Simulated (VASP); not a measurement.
# Cr (P4/mmm) in VASP: relaxation of cell and atoms with PBE

Aim: the relaxation of cell and atoms of Cr with PBE.

Program: VASP 6.6.1. These are calculated values, not measurements. Logs are shortened: lines on timing, memory, paths and dates and some standing lists are left out, and cuts for length are marked.

## Step 1: The cell of the first run

It takes space group P4/mmm (No. 123, tetragonal). The conventional cell has a = 3.280 Å, b = 3.280 Å, c = 3.761 Å, α = 90.00°, β = 90.00°, γ = 90.00°. Within 3.1 Å of Cr (site symmetry mmm) lie 8 Cr at 2.32 to 2.50 Å. Cr (site symmetry 4/mmm) has 12 Cr at 2.50 to 3.28 Å within 3.3 Å.

The cell was built from a structure type or drawn by symmetry, and may not be a known phase.

## Step 2: Relaxation of cell and atoms, PBE

INCAR

```
PREC = Accurate ; ENCUT = 600
EDIFF = 1E-7 ; ISMEAR = 0
SIGMA = 0.1 ; LREAL = False
LASPH = True ; NELM = 80
ALGO = Fast ; ISIF = 3
LWAVE = False ; LCHARG = False
GGA = PE ; IBRION = 2
NSW = 100 ; EDIFFG = -0.01
```

KPOINTS

```
Automatic mesh
0
Gamma
  14 14 12
```

POSCAR

```
Cr
1.0
    3.2801953000      0.0000000000      0.0000000000
    0.0000000000      3.2801953000      0.0000000000
    0.0000000000      0.0000000000      3.7612519432
Cr
3
Direct
    0.0000000000      0.5000000000      0.5000000000
    0.5000000000      0.5000000000      0.0000000000
    0.5000000000      0.0000000000      0.5000000000
```

Potentials or basis: VASP PAW PBE potentials, release 64 (Cr_pv).

The run is started by

```sh
> cat potpaw_PBE.64/Cr_pv/POTCAR > POTCAR
> mpirun -np 1 vasp_std > vasp.out
```

OUTCAR:

```text
PREC = Accurate
   ENCUT = 600
   EDIFF = 1E-7
   ISMEAR = 0
   LREAL = False
   LASPH = True
   NELM = 80
   ISIF = 3
   GGA = PE
   IBRION = 2
   NSW = 100
   EDIFFG = -0.01

 ion  position               nearest neighbor table
   1  0.000  0.500  0.500-   3 2.32   3 2.32   3 2.32   3 2.32   2 2.50   2 2.50   2 2.50   2 2.50

   2  0.500  0.500  0.000-   1 2.50   3 2.50   1 2.50   3 2.50   3 2.50   3 2.50   1 2.50   1 2.50

   3  0.500  0.000  0.500-   1 2.32   1 2.32   1 2.32   1 2.32   2 2.50   2 2.50   2 2.50   2 2.50

  LATTYP: Found a simple tetragonal cell.
 ALAT       =     3.2801953000
 C/A-ratio  =     1.1466548785

  Lattice vectors:

 A1 = (   3.2801953000,   0.0000000000,   0.0000000000)
 A2 = (   0.0000000000,   3.2801953000,   0.0000000000)
 A3 = (   0.0000000000,   0.0000000000,   3.7612519432)

Analysis of symmetry for initial positions (statically):
=====================================================================
 Subroutine PRICEL returns:
 Original cell was already a primitive cell.

 Routine SETGRP: Setting up the symmetry group for a
 simple tetragonal supercell.

 Subroutine GETGRP returns: Found 16 space group operations
 (whereof 16 operations were pure point group operations)
 out of a pool of 16 trial point group operations.

The static configuration has the point symmetry D_4h.

Analysis of symmetry for dynamics (positions and initial velocities):
=====================================================================
 Subroutine PRICEL returns:
 Original cell was already a primitive cell.

 Routine SETGRP: Setting up the symmetry group for a
 simple tetragonal supercell.

 Subroutine GETGRP returns: Found 16 space group operations
 (whereof 16 operations were pure point group operations)
 out of a pool of 16 trial point group operations.

The dynamic configuration has the point symmetry D_4h.

 Subroutine INISYM returns: Found 16 space group operations
 (whereof 16 operations are pure point group operations),
 and found     1 'primitive' translations

----------------------------------------------------------------------------------------

                                     Primitive cell

  volume of cell :      40.4699

  direct lattice vectors                    reciprocal lattice vectors
     3.280195300  0.000000000  0.000000000     0.304859897  0.000000000  0.000000000
     0.000000000  3.280195300  0.000000000     0.000000000  0.304859897  0.000000000
     0.000000000  0.000000000  3.761251943     0.000000000  0.000000000  0.265868922

  length of vectors
     3.280195300  3.280195300  3.761251943     0.304859897  0.304859897  0.265868922

  position of ions in fractional coordinates (direct lattice)
     0.000000000  0.500000000  0.500000000
     0.500000000  0.500000000  0.000000000
     0.500000000  0.000000000  0.500000000

  ion indices of the primitive-cell ions
   primitive index   ion index
                 1           1
                 2           2
                 3           3

----------------------------------------------------------------------------------------

 KPOINTS: Automatic mesh

Automatic generation of k-mesh.
 Grid dimensions read from file:
 generate k-points for:   14   14   12

 Generating k-lattice:

  Cartesian coordinates                     Fractional coordinates (reciprocal lattice)
     0.021775707  0.000000000  0.000000000     0.071428571  0.000000000  0.000000000
     0.000000000  0.021775707  0.000000000     0.000000000  0.071428571  0.000000000
     0.000000000  0.000000000  0.022155744     0.000000000  0.000000000  0.083333333

  Length of vectors
     0.021775707  0.021775707  0.022155744

  Shift w.r.t. Gamma in fractional coordinates (k-lattice)
     0.000000000  0.000000000  0.000000000

 Subroutine IBZKPT returns following result:
 ===========================================

 Found    252 irreducible k-points:

 Following reciprocal coordinates:
            Coordinates               Weight
  0.000000  0.000000  0.000000      1.000000
  0.071429  0.000000  0.000000      4.000000
  0.142857  0.000000  0.000000      4.000000
  0.214286  0.000000  0.000000      4.000000
  0.285714  0.000000  0.000000      4.000000
  0.357143  0.000000  0.000000      4.000000
[... 16 lines left out ...]
  0.285714  0.214286  0.000000      8.000000
  0.357143  0.214286  0.000000      8.000000
 [... further k-points ...]
   k-points           NKPTS =    252   k-points in BZ     NKDIM =    252   number of bands    NBANDS=     22
   number of dos      NEDOS =    301   number of ions     NIONS =      3
   total plane-waves  NPLWV =  23520
   dimension x,y,z NGX =    28 NGY =   28 NGZ =   30
   dimension x,y,z NGXF=    56 NGYF=   56 NGZF=   60
   ions per type =               3
   NGX,Y,Z   is equivalent  to a cutoff of  14.19, 14.19, 13.26 a.u.
   NGXF,Y,Z  is equivalent  to a cutoff of  28.38, 28.38, 26.52 a.u.
 SYSTEM =  unknown system
   PREC   = accura    normal or accurate (medium, high low for compatibility)
   ISTART =      0    job   : 0-new  1-cont  2-samecut
   ICHARG =      2    charge: 1-file 2-atom 10-const
   ISPIN  =      1    spin polarized calculation?
   LNONCOLLINEAR =      F non collinear calculations
   LSORBIT =      F    spin-orbit coupling
   LASPH  =      T    aspherical Exc in radial PAW
   ENCUT  =  600.0 eV  44.10 Ry    6.64 a.u.   6.55  6.55  7.51*2*pi/ulx,y,z
   NELM   =     80;   NELMIN=  2; NELMDL= -5     # of ELM steps
   EDIFF  = 0.1E-06   stopping-criterion for ELM
   LREAL  =      F    real-space projection
   EDIFFG = -.1E-01   stopping-criterion for IOM
   NSW    =    100    number of steps for IOM
   IBRION =      2    ionic relax: 0-MD 1-quasi-New 2-CG
   NFREE  =      1    steps in history (QN), initial steepest desc. (CG)
   ISIF   =      3    stress and relaxation
   ISYM   =      2    0-nonsym 1-usesym 2-fastsym
   POTIM  = 0.5000    time-step for ionic-motion
   TEBEG  =    0.0;   TEEND  =   0.0 temperature during run
   PSTRESS=    0.0 pullay stress
   NELECT =      36.0000    total number of electrons
   NUPDOWN=      -1.0000    fix difference up-down
   EMIN   =  10.00;   EMAX   =-10.00  energy-range for DOS
   EFERMI =   0.00;   METHOD = LEGACY
   ISMEAR =     0;   SIGMA  =   0.10  broadening in eV -4-tet -1-fermi 0-gaus
   EFERMI_NEDOS =   21; number of points for ismear=-14 and -15
   IALGO  =     68    algorithm
   IMIX   =      4    mixing-type and parameters
     AMIX     =   0.40;   BMIX     =  1.00
     AMIX_MAG =   1.60;   BMIX_MAG =  1.00
  volume/ion in A,a.u.               =      13.49        91.03
  Fermi-wavevector in a.u.,A,eV,Ry     =   1.574460  2.975299 33.727827  2.478925
  Thomas-Fermi vector in A             =   2.675591
   LORBIT       =      0    0 simple, 1 ext, 2 COOP (PROOUT), +10 PAW based schemes
   GGA     = PE    functional components
   LHFCALC =     F    Hartree Fock is set to
   AEXX    =    0.0000 exact exchange contribution
   IVDW    =     0    specifies the selected vdW correction
   LEPSILON=     F    determine dielectric tensor
   LRPA    =     F    only Hartree local field effects (RPA)
 conjugate gradient relaxation of ions
 non-spin polarized calculation
 RMM-DIIS sequential band-by-band and
 Gauss-broadening in eV      SIGMA  =   0.10
  energy-cutoff  :      600.00
  volume of cell :       40.47
 maximum number of plane-waves:      1379
 NGX is ok and might be reduce to    28
   NGX = 13   NGY = 13   NGZ = 15

--------------------------------------- Ionic step        1  -------------------------------------------

 number of electron      36.0000020 magnetization

 Free energy of the ion-electron system (eV)
  ---------------------------------------------------
  ext. energy  EPLUGINS =         0.00000000
  ---------------------------------------------------
  free energy    TOTEN  =       -25.61612135 eV

  energy without entropy =      -25.59632117  energy(sigma->0) =      -25.60622126

------------------------ aborting loop because EDIFF is reached ----------------------------------------

  FORCE on cell =-STRESS in cart. coord.  units (eV):
  Direction    XX          YY          ZZ          XY          YZ          ZX
  --------------------------------------------------------------------------------------
  -------------------------------------------------------------------------------------
  Total       -0.1372328     -0.1372328      0.2303125      0.0000000     -0.0000000      0.0000000
  in kB       -5.4329616     -5.4329616      9.1179283      0.0000000     -0.0000000      0.0000000
  external PRESSURE =      -0.5826650 kB  Pullay stress =       0.0000000 kB
[... 170 lines left out ...]
  energy  without entropy=      -25.5992905047  energy(sigma->0) =      -25.60866171

--------------------------------------- Ionic step        6  -------------------------------------------

 number of electron      36.0000011 magnetization

 Free energy of the ion-electron system (eV)
  ---------------------------------------------------
  ext. energy  EPLUGINS =         0.00000000
  ---------------------------------------------------
  free energy    TOTEN  =       -25.61862871 eV

  energy without entropy =      -25.59986739  energy(sigma->0) =      -25.60924805

 E-fermi :   8.7335     XC(G=0): -12.5880

 val. band max:        8.7320773394   @ k =   0.0714   0.0000   0.3333
 cond. band min:       8.7336302717   @ k =   0.1429   0.1429   0.1667
 fundamental gap:      0.0015529323
 Fermi energy:         8.7334829631

 k-point     1 :       0.0000    0.0000    0.0000
  band No.  band energies     occupation
      1     -34.6380      2.00000
      2     -34.6380      2.00000
      3     -34.5757      2.00000
      4     -34.0974      2.00000
      5     -34.0974      2.00000
      6     -33.9066      2.00000
[... 574 lines left out ...]
      6     -34.0037      2.00000
[... 14 lines left out ...]
     21      10.1622      0.00000
     22      10.3536      0.00000

 [... further k-points ...]

------------------------ aborting loop because EDIFF is reached ----------------------------------------

  FORCE on cell =-STRESS in cart. coord.  units (eV):
  Direction    XX          YY          ZZ          XY          YZ          ZX
  --------------------------------------------------------------------------------------
  -------------------------------------------------------------------------------------
  Total        0.0023667      0.0023667     -0.0001403      0.0000000      0.0000000      0.0000000
  in kB        0.0936613      0.0936613     -0.0055525      0.0000000      0.0000000      0.0000000
  external PRESSURE =       0.0605900 kB  Pullay stress =       0.0000000 kB
[... 18 lines left out ...]
  FREE ENERGIE OF THE ION-ELECTRON SYSTEM (eV)
  ---------------------------------------------------
  free  energy   TOTEN  =       -25.6186287127 eV

  energy  without entropy=      -25.5998673941  energy(sigma->0) =      -25.60924805

 reached required accuracy - stopping structural energy minimisation
```

Wall time 13 min (1 thread of Intel Xeon 6975P-C (Granite Rapids), shared host); peak memory 0.33 GiB.

Results:

```yaml
Free_energy: -25.6186 eV
Relaxed_volume: 13.49 Å³/atom
Relaxed_cell: a = 3.259 Å, b = 3.259 Å, c = 3.811 Å, α = 90.00°, β = 90.00°, γ = 90.00°
Space_group_after_relaxing_to_0.1_Å: P4/mmm (No. 123)
Energy_gained_by_relaxing: 0.8 meV/atom
Ionic_steps: 6
Pressure_after_relaxing: 0.0 GPa
Band_gap_on_the_k_mesh: zero (bands 18 and 19 overlap by 1.85 eV)
```

The path:
| step | energy change (eV) | largest force (eV/Å) | pressure (GPa) | volume (Å³) |
| --- | --- | --- | --- | --- |
| 1 | 0.0000 | 0.0000 | -0.06 | 40.47 |
| 2 | -0.0013 | 0.0000 | 0.12 | 40.44 |
| 3 | -0.0023 | 0.0000 | 0.40 | 40.39 |
| 4 | -0.0023 | 0.0000 | 0.47 | 40.38 |
| 5 | -0.0019 | 0.0000 | -0.81 | 40.69 |
| 6 | -0.0025 | 0.0000 | 0.01 | 40.48 |

Final structure:
```
Cr
1.0
     3.25944    0.00000    0.00000
     0.00000    3.25944    0.00000
     0.00000    0.00000    3.81070
Cr
3
Direct
  0.00000 0.50000 0.50000
  0.50000 0.50000 0.00000
  0.50000 0.00000 0.50000
```

Caveat: the run has no spin polarisation, though such a crystal can be magnetic. Spin polarisation is off, so any magnetic state and its effect on volume and gap are missing.
